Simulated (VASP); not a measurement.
Wanted: the native input for a VASP 6.6.1 run.

```yaml
Task: single point
Functional: RPBE
Potentials_or_basis: VASP PAW PBE potentials, release 64 (V_sv)
Cutoff: 520 eV
k_mesh: 24 × 24 × 24
Occupations: fermi-dirac, width 0.1 eV
Spin: no spin polarisation
Dipole_correction: no
Further_INCAR_settings: ALGO = Normal; EDIFF = 1e-06; NBANDS = 12
```

The structure of V lies in POSCAR:

```
V
1.0
   -1.4481867492      1.4481867492      1.4481867492
    1.4481867492     -1.4481867492      1.4481867492
    1.4481867492      1.4481867492     -1.4481867492
V
1
Direct
    0.0000000000      0.0000000000      0.0000000000
```

This cell differs from its parent crystal: volume scaled by 0.88.

These files were run (other wordings do the same):

INCAR

```
SYSTEM = V
PREC = Accurate
ENCUT = 520
EDIFF = 1E-6
ISMEAR = -1
SIGMA = 0.1
LREAL = .FALSE.
LASPH = .TRUE.
NELM = 60
ALGO = Normal
ISIF = 2
LWAVE = .FALSE.
LCHARG = .TRUE.
GGA = RP
LELF = .TRUE.
LVHAR = .TRUE.
NBANDS = 12
```

KPOINTS

```
regular mesh
0
G
  24 24 24
  0 0 0
```

Potentials or basis: VASP PAW PBE potentials, release 64 (V_sv).

Run with:

```console
$ cat potpaw_PBE.64/V_sv/POTCAR > POTCAR
$ mpirun -np 1 vasp_std > vasp.out
```

Results of the run:

| Property | Result |
| --- | --- |
| Pressure | 28.3 GPa |

Caveat: the PAW data sets were made with another functional, which shifts forces and pressure a little.

It took 18 s on 1 thread of Intel(R) Xeon(R) 6975P-C (Granite Rapids) (shared host), peak memory 0.17 GiB.
